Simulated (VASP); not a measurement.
# Os: single point with BLYP

Crystal: Os.

```
CELL_PARAMETERS angstrom
2.78772 0.00000 0.00000
-1.39386 2.41424 0.00000
0.00000 0.00000 4.40442
ATOMIC_POSITIONS crystal
Os 0.66667 0.33333 0.75000
Os 0.33333 0.66667 0.25000
```

```
Program                : VASP 6.6.1
Task                   : single point
Functional             : BLYP
Potentials or basis    : VASP PAW PBE potentials, release 64 (Os)
Cutoff                 : 520 eV
k mesh                 : 11 × 11 × 6
Occupations            : fermi-dirac, width 0.05 eV
Spin                   : no spin polarisation
Dipole correction      : no
Further INCAR settings : ALGO = Normal; EDIFF = 1e-06; NBANDS = 15
```

```
Pressure               : 4.7 GPa
Band gap on the k mesh : zero (band 8 reaches 11.09 eV, above the bottom of band 9 at 7.54 eV)
```

Stress tensor (GPa, compression positive):
```
5.03 0.00 0.00
0.00 5.03 0.00
0.00 0.00 4.04
```

Levels at points of the mesh, in eV from the Fermi level:
```csv
k point,band 5,band 6,band 7,band 8,band 9,band 10,band 11,band 12
"(0.00, 0.00, 0.00)",-2.55,-2.01,-2.01,-1.42,-1.42,0.40,1.58,1.58
"(0.00, 0.00, 0.50)",-2.95,-2.95,-2.95,-2.95,0.82,0.82,0.82,0.82
```

It took 28 s on 1 thread of AMD EPYC 7R13 Processor (Zen 3), on a shared host, peak memory 0.13 GiB.

Caveat: the PAW data sets were made with another functional, which shifts forces and pressure a little; spin-orbit coupling is left out, which moves the levels of the heavy elements.
